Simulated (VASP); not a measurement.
# FeSi (base) (P2_13) in VASP: further runs

FeSi (base) is run at these levels: PBE; tasks: relaxation of the atoms.

Everything below comes from runs of VASP 6.6.1. Logs are shortened: lines on timing, memory, paths and dates and some standing lists are left out, and cuts for length are marked.

## Step 1: The cell of the first run

It takes space group P2_13 (No. 198, cubic). Conventional cell: a = 4.403 Å, b = 4.403 Å, c = 4.403 Å, α = 90.00°, β = 90.00°, γ = 90.00°. Fe (site symmetry 3) has 7 Si at 2.25 to 2.48 Å and 6 Fe at 2.70 Å within 3.0 Å. Si (site symmetry 3) has 7 Fe at 2.25 to 2.48 Å and 6 Si at 2.73 Å within 3.0 Å.

## Step 2: Relaxation of the atoms, PBE (volume scaled by 0.97)

INCAR reads:

```
SYSTEM = FeSi
PREC     = Accurate       ! precision mode
ENCUT    = 520            ! plane-wave cutoff, eV
EDIFF    = 1E-6           ! SCF threshold, eV
ISMEAR   = 0              ! smearing method
SIGMA    = 0.01           ! smearing width, eV
LREAL    = .False.        ! projectors in reciprocal space
LASPH    = .True.         ! aspherical terms in the spheres
NELM     = 80             ! most SCF steps
ALGO     = Normal         ! electronic algorithm
ISIF     = 2              ! what is computed and relaxed
LWAVE    = .False.        ! write WAVECAR
LCHARG   = .False.        ! write CHGCAR
GGA      = PE             ! functional
IBRION   = 2              ! ionic algorithm
NSW      = 50             ! ionic steps
EDIFFG   = -0.01          ! ionic threshold
```

KPOINTS reads:

```
Automatic mesh
0
Gamma
  8 8 8
  0 0 0
```

POSCAR reads:

```
FeSi
1.0
    4.4030375975      0.0000000000      0.0000000000
    0.0000000000      4.4030375975      0.0000000000
    0.0000000000      0.0000000000      4.4030375975
Fe Si
4 4
Direct
    0.1359900664      0.1359900664      0.1359900664
    0.3640099336      0.8640099336      0.6359900664
    0.6359900664      0.3640099336      0.8640099336
    0.8640099336      0.6359900664      0.3640099336
    0.8407102846      0.8407102846      0.8407102846
    0.6592897154      0.1592897154      0.3407102846
    0.3407102846      0.6592897154      0.1592897154
    0.1592897154      0.3407102846      0.6592897154
```

Potentials or basis: VASP PAW PBE potentials, release 64 (Fe, Si).

Launch:

```bash
cat potpaw_PBE.64/Fe/POTCAR potpaw_PBE.64/Si/POTCAR > POTCAR
mpirun -np 1 vasp_std > vasp.out
```

OUTCAR:

```text
SYSTEM = FeSi
   PREC = Accurate
   ENCUT = 520
   EDIFF = 1E-6
   ISMEAR = 0
   LREAL = .False.
   LASPH = .True.
   NELM = 80
   ISIF = 2
   GGA = PE
   IBRION = 2
   NSW = 50
   EDIFFG = -0.01

 ion  position               nearest neighbor table
   1  0.136  0.136  0.136-   5 2.25   6 2.29   7 2.29   8 2.29   7 2.48   8 2.48   6 2.48   2 2.70
                             3 2.70   2 2.70   3 2.70   4 2.70   4 2.70
   2  0.364  0.864  0.636-   6 2.25   5 2.29   7 2.29   8 2.29   7 2.48   8 2.48   5 2.48   1 2.70
                             1 2.70   4 2.70   4 2.70   3 2.70   3 2.70
   3  0.636  0.364  0.864-   7 2.25   6 2.29   5 2.29   8 2.29   8 2.48   6 2.48   5 2.48   4 2.70
                             1 2.70   4 2.70   1 2.70   2 2.70   2 2.70
   4  0.864  0.636  0.364-   8 2.25   6 2.29   7 2.29   5 2.29   6 2.48   5 2.48   7 2.48   3 2.70
                             2 2.70   2 2.70   3 2.70   1 2.70   1 2.70
   5  0.841  0.841  0.841-   1 2.25   2 2.29   3 2.29   4 2.29   3 2.48   4 2.48   2 2.48   6 2.73
                             7 2.73   8 2.73   6 2.73   8 2.73   7 2.73
   6  0.659  0.159  0.341-   2 2.25   1 2.29   3 2.29   4 2.29   3 2.48   4 2.48   1 2.48   8 2.73
                             5 2.73   5 2.73   7 2.73   7 2.73   8 2.73
   7  0.341  0.659  0.159-   3 2.25   2 2.29   1 2.29   4 2.29   4 2.48   2 2.48   1 2.48   8 2.73
                             5 2.73   8 2.73   6 2.73   6 2.73   5 2.73
   8  0.159  0.341  0.659-   4 2.25   2 2.29   3 2.29   1 2.29   2 2.48   1 2.48   3 2.48   7 2.73
                             5 2.73   7 2.73   5 2.73   6 2.73   6 2.73

  LATTYP: Found a simple cubic cell.
 ALAT       =     4.4030375975

  Lattice vectors:

 A1 = (   4.4030375975,   0.0000000000,   0.0000000000)
 A2 = (   0.0000000000,   4.4030375975,   0.0000000000)
 A3 = (   0.0000000000,   0.0000000000,   4.4030375975)

Analysis of symmetry for initial positions (statically):
=====================================================================
 Subroutine PRICEL returns:
 Original cell was already a primitive cell.

 Routine SETGRP: Setting up the symmetry group for a
 simple cubic supercell.

 Subroutine GETGRP returns: Found 12 space group operations
 (whereof  3 operations were pure point group operations)
 out of a pool of 48 trial point group operations.

The static configuration has the point symmetry C_3 .
 The point group associated with its full space group is T   .

Analysis of symmetry for dynamics (positions and initial velocities):
=====================================================================
 Subroutine PRICEL returns:
 Original cell was already a primitive cell.

 Routine SETGRP: Setting up the symmetry group for a
[... 126 lines left out ...]
   ISYM   =      2    0-nonsym 1-usesym 2-fastsym
   POTIM  = 0.5000    time-step for ionic-motion
   TEBEG  =    0.0;   TEEND  =   0.0 temperature during run
   PSTRESS=    0.0 pullay stress
   NELECT =      48.0000    total number of electrons
   NUPDOWN=      -1.0000    fix difference up-down
   EMIN   =  10.00;   EMAX   =-10.00  energy-range for DOS
   EFERMI =   0.00;   METHOD = LEGACY
   ISMEAR =     0;   SIGMA  =   0.01  broadening in eV -4-tet -1-fermi 0-gaus
   EFERMI_NEDOS =   21; number of points for ismear=-14 and -15
   IALGO  =     38    algorithm
   IMIX   =      4    mixing-type and parameters
     AMIX     =   0.40;   BMIX     =  1.00
     AMIX_MAG =   1.60;   BMIX_MAG =  1.00
  volume/ion in A,a.u.               =      10.67        72.01
  Fermi-wavevector in a.u.,A,eV,Ry     =   1.351251  2.553495 24.842613  1.825881
  Thomas-Fermi vector in A             =   2.478689
   LORBIT       =      0    0 simple, 1 ext, 2 COOP (PROOUT), +10 PAW based schemes
   GGA     = PE    functional components
   LHFCALC =     F    Hartree Fock is set to
   AEXX    =    0.0000 exact exchange contribution
   IVDW    =     0    specifies the selected vdW correction
   LEPSILON=     F    determine dielectric tensor
   LRPA    =     F    only Hartree local field effects (RPA)
 conjugate gradient relaxation of ions
 non-spin polarized calculation
 Gauss-broadening in eV      SIGMA  =   0.01
  energy-cutoff  :      520.00
  volume of cell :       85.36
 maximum number of plane-waves:      2325
 NGX is ok and might be reduce to    36
   NGX = 17   NGY = 17   NGZ = 17

--------------------------------------- Ionic step        1  -------------------------------------------

 number of electron      48.0000004 magnetization

 Free energy of the ion-electron system (eV)
  ---------------------------------------------------
  ext. energy  EPLUGINS =         0.00000000
  ---------------------------------------------------
  free energy    TOTEN  =       -58.71871707 eV

  energy without entropy =      -58.71871707  energy(sigma->0) =      -58.71871707

------------------------ aborting loop because EDIFF is reached ----------------------------------------

  FORCE on cell =-STRESS in cart. coord.  units (eV):
  Direction    XX          YY          ZZ          XY          YZ          ZX
  --------------------------------------------------------------------------------------
  -------------------------------------------------------------------------------------
  Total        4.1177278      4.1177278      4.1177278      0.0000000      0.0000000      0.0000000
  in kB       77.2878167     77.2878167     77.2878167      0.0000000      0.0000000      0.0000000
  external PRESSURE =      77.2878167 kB  Pullay stress =       0.0000000 kB
[... 71 lines left out ...]
--------------------------------------- Ionic step        3  -------------------------------------------

 number of electron      48.0000004 magnetization

 Free energy of the ion-electron system (eV)
  ---------------------------------------------------
  ext. energy  EPLUGINS =         0.00000000
  ---------------------------------------------------
  free energy    TOTEN  =       -58.72365437 eV

  energy without entropy =      -58.72365437  energy(sigma->0) =      -58.72365437

 E-fermi :  10.2216     XC(G=0): -12.9527

 val. band max:       10.1268415800   @ k =  -0.1250   0.3750   0.0000
 cond. band min:      10.2840538447   @ k =   0.3750   0.1250   0.1250
 fundamental gap:      0.1572122647
 Fermi energy:        10.2216385720

 k-point     1 :       0.0000    0.0000    0.0000
  band No.  band energies     occupation
      1      -3.3650      2.00000
      2       2.0938      2.00000
      3       2.0938      2.00000
      4       2.0938      2.00000
      5       4.9436      2.00000
      6       4.9436      2.00000
[... 757 lines left out ...]
     28      12.3748      0.00000
     29      12.6769      0.00000

 [... further k-points ...]
[... 5 lines left out ...]
  --------------------------------------------------------------------------------------
  -------------------------------------------------------------------------------------
  Total        3.8618995      3.8618995      3.8618995      0.0000000      0.0000000      0.0000000
  in kB       72.4860386     72.4860386     72.4860386      0.0000000      0.0000000      0.0000000
  external PRESSURE =      72.4860386 kB  Pullay stress =       0.0000000 kB
[... 23 lines left out ...]
  FREE ENERGIE OF THE ION-ELECTRON SYSTEM (eV)
  ---------------------------------------------------
  free  energy   TOTEN  =       -58.7236543728 eV

  energy  without entropy=      -58.7236543728  energy(sigma->0) =      -58.72365437

 reached required accuracy - stopping structural energy minimisation
```

OSZICAR:

```text
N       E                     dE             d eps       ncg     rms          rms(c)
DAV:   1     0.358654793322E+03    0.35865E+03   -0.20138E+04  2610   0.185E+03
DAV:   2    -0.270719351040E+02   -0.38573E+03   -0.37513E+03  2610   0.423E+02
DAV:   3    -0.649119544968E+02   -0.37840E+02   -0.34796E+02  3673   0.144E+02
[... 22 lines left out ...]
DAV:   1    -0.587233876923E+02   -0.44282E-03   -0.36388E-01  2610   0.339E+00    0.112E-01
DAV:   2    -0.587237028514E+02   -0.31516E-03   -0.36073E-03  3712   0.627E-01    0.810E-02
DAV:   3    -0.587236842804E+02    0.18571E-04   -0.42465E-04  4040   0.241E-01    0.582E-02
DAV:   4    -0.587236547318E+02    0.29549E-04   -0.10485E-04  4110   0.106E-01    0.951E-03
DAV:   5    -0.587236543728E+02    0.35902E-06   -0.75085E-06  3069   0.285E-02
   3 F= -.58723654E+02 E0= -.58723654E+02  d E =-.493731E-02
```

Run time: 2.5 min. Hardware: 1 thread of Intel Xeon Platinum 8488C (Sapphire Rapids), shared host; peak memory 0.26 GiB.

Results:

```yaml
Free_energy: -58.7237 eV
Energy_gained_by_relaxing: 0.6 meV/atom
Ionic_steps: 3
Pressure_after_relaxing: 7.2 GPa
Band_gap_on_the_k_mesh: 0.16 eV, indirect (least direct gap 0.17 eV)
```

The path:
```
step  energy change (eV)  largest force (eV/Å)  pressure (GPa)
   1              0.0000                0.1665            7.73
   2             -0.0042                0.0629            7.38
   3             -0.0049                0.0009            7.25
```

Final structure:
```xyz
8
Lattice="4.4030 0.0000 0.0000 0.0000 4.4030 0.0000 0.0000 0.0000 4.4030" Properties=species:S:1:pos:R:3 pbc="T T T"
Fe    0.6062    0.6062    0.6062
Fe    1.5953    3.7968    2.8077
Fe    2.8077    1.5953    3.7968
Fe    3.7968    2.8077    1.5953
Si    3.7045    3.7045    3.7045
Si    2.9000    0.6985    1.5030
Si    1.5030    2.9000    0.6985
Si    0.6985    1.5030    2.9000
```

Levels at points of the mesh, in eV from the valence-band top:
| k point | band 22 | band 23 | band 24 | band 25 | band 26 | band 27 |
| --- | --- | --- | --- | --- | --- | --- |
| (0.00, 0.00, 0.00) | -0.30 | -0.05 | -0.05 | 0.69 | 0.69 | 0.69 |
| (0.50, 0.00, 0.00) | -0.40 | -0.01 | -0.01 | 0.19 | 0.19 | 1.78 |
| (0.50, 0.50, 0.00) | -1.05 | -0.38 | -0.38 | 0.66 | 0.66 | 1.35 |
| (0.50, 0.50, 0.50) | -0.71 | -0.71 | -0.71 | 0.51 | 0.51 | 0.51 |

 Spin polarisation is off, so any magnetic state and its effect on volume and gap are missing.

## Step 3: Relaxation of the atoms, PBE (volume scaled by 0.94)

INCAR reads:

```
SYSTEM = FeSi
PREC = Accurate
ENCUT = 520
EDIFF = 1E-6
ISMEAR = 0
SIGMA = 0.01
LREAL = .False.
LASPH = .True.
NELM = 60
ALGO = Normal
ISIF = 2
LWAVE = .False.
LCHARG = .False.
GGA = PE
IBRION = 2
NSW = 50
EDIFFG = -0.01
```

KPOINTS is that of step 2.

POSCAR reads:

```
FeSi
1.0
    4.3571692870      0.0000000000      0.0000000000
    0.0000000000      4.3571692870      0.0000000000
    0.0000000000      0.0000000000      4.3571692870
Fe Si
4 4
Direct
    0.1373215751      0.1373215751      0.1373215751
    0.3626784249      0.8626784249      0.6373215751
    0.6373215751      0.3626784249      0.8626784249
    0.8626784249      0.6373215751      0.3626784249
    0.8413173747      0.8413173747      0.8413173747
    0.6586826253      0.1586826253      0.3413173747
    0.3413173747      0.6586826253      0.1586826253
    0.1586826253      0.3413173747      0.6586826253
```

Potentials or basis: VASP PAW PBE potentials, release 64 (Fe, Si).

Launch:

```bash
cat potpaw_PBE.64/Fe/POTCAR potpaw_PBE.64/Si/POTCAR > POTCAR
mpirun -np 1 vasp_std > vasp.out
```

Wall time 62 s (1 thread of Intel Xeon 6975P-C (Granite Rapids), shared host); peak memory 0.23 GiB.

The run converged. Its results:

- Free energy: -58.5355 eV
- Energy gained by relaxing: 0.6 meV/atom
- Ionic steps: 3
- Pressure after relaxing: 15.8 GPa
- Band gap on the k mesh: 0.15 eV, indirect (least direct gap 0.17 eV)

The path:
```tsv
step	energy change (eV)	largest force (eV/Å)	pressure (GPa)
1	0.0000	0.1688	16.23
2	-0.0040	0.0502	15.88
3	-0.0044	0.0008	15.80
```

Final structure:
```xyz
8
Lattice="4.3572 0.0000 0.0000 0.0000 4.3572 0.0000 0.0000 0.0000 4.3572" Properties=species:S:1:pos:R:3 pbc="T T T"
Fe    0.6050    0.6050    0.6050
Fe    1.5736    3.7521    2.7836
Fe    2.7836    1.5736    3.7521
Fe    3.7521    2.7836    1.5736
Si    3.6682    3.6682    3.6682
Si    2.8676    0.6890    1.4896
Si    1.4896    2.8676    0.6890
Si    0.6890    1.4896    2.8676
```

Levels at points of the mesh, in eV from the valence-band top:
| k point | band 21 | band 22 | band 23 | band 24 | band 25 | band 26 | band 27 | band 28 |
| --- | --- | --- | --- | --- | --- | --- | --- | --- |
| (0.00, 0.00, 0.00) | -0.32 | -0.32 | -0.06 | -0.06 | 0.72 | 0.72 | 0.72 | 3.33 |
| (0.50, 0.00, 0.00) | -0.43 | -0.43 | 0.00 | 0.00 | 0.19 | 0.19 | 1.85 | 1.85 |
| (0.50, 0.50, 0.00) | -1.10 | -1.10 | -0.40 | -0.40 | 0.68 | 0.68 | 1.42 | 1.42 |
| (0.50, 0.50, 0.50) | -0.75 | -0.75 | -0.75 | -0.75 | 0.53 | 0.53 | 0.53 | 0.53 |

 Spin polarisation is off, so any magnetic state and its effect on volume and gap are missing.
